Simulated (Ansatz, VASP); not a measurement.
Two plane-wave programs on Si2Ge

```xyz
6
Lattice="3.9299 0.0000 0.0000 -1.9650 3.4034 0.0000 0.0000 0.0000 9.6192" Properties=species:S:1:pos:R:3 pbc="T T T"
Si    0.0000    2.2690    5.1928
Si    1.9650    1.1345    2.0602
Si    0.0000    2.2690    7.5590
Si    1.9650    1.1345    4.4264
Ge    0.0000    0.0000    8.3756
Ge    0.0000    0.0000    1.2436
```

Alike in both runs: functional PBE; k mesh 12 × 12 × 4; no spin polarisation.

Ansatz relaxed the structure, and its values are those at the end. VASP's run is a single point on that final structure, the one shown.

|  | VASP | Ansatz |
| --- | --- | --- |
| version | VASP 6.6.1 | Ansatz 0.2.0 |
| potentials or method | VASP PAW PBE potentials, release 64 (Si, Ge_d), cutoff 520 eV | scalar-relativistic, plane waves, PAW |
| occupations | gaussian, width 0.01 eV | fixed |
| valence electrons in the cell | 44 | 44 |

```tsv
	VASP	Ansatz	Ansatz less VASP
gap on the k mesh at the Fermi level (eV)	0.61	0.60	-0.003
least direct gap on the mesh (eV)	1.15	1.14	-0.004
pressure (GPa)	-0.1	0.0	+0.07
```
